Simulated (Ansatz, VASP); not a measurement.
**One calculation of AlNi, two programs**

```
CELL_PARAMETERS angstrom
2.04281 -2.04281 0.00000
2.04281 2.04281 0.00000
0.00000 0.00000 2.90114
ATOMIC_POSITIONS crystal
Al 0.00000 0.00000 0.03878
Ni 0.50000 0.50000 0.50000
```

Change from the starting cell: all Al atoms moved +0.113 Å, as atom 1 along Cartesian [0 0 1].

Alike in both runs: task single point; functional PBE; k mesh 20 × 20 × 20; occupations gaussian, width 0.15 eV; no spin polarisation.

```csv
,VASP,Ansatz
version,VASP 6.6.1,Ansatz 0.2.0
potentials or method,"VASP PAW PBE potentials, release 64 (Al, Ni), cutoff 520 eV","scalar-relativistic, plane waves, PAW"
valence electrons in the cell,13,21
```

```tsv
	VASP	Ansatz	Ansatz less VASP
gap on the k mesh at the Fermi level (eV)	none	none	-
pressure (GPa)	0.8	0.8	0.00
traceless stress, the component that is largest in VASP (GPa)	-0.60	-0.59	+0.009
rms of the force components (eV/Å)	0.370	0.369	-0.0014
```

Atom by atom the forces differ by 0.001 eV/Å (rms over components). A gap of «none» marks a metal or a gap that the smearing closes. VASP's potentials hold 13 valence electrons a cell and Ansatz's 21, so a difference there can come from the potentials and not from the codes.
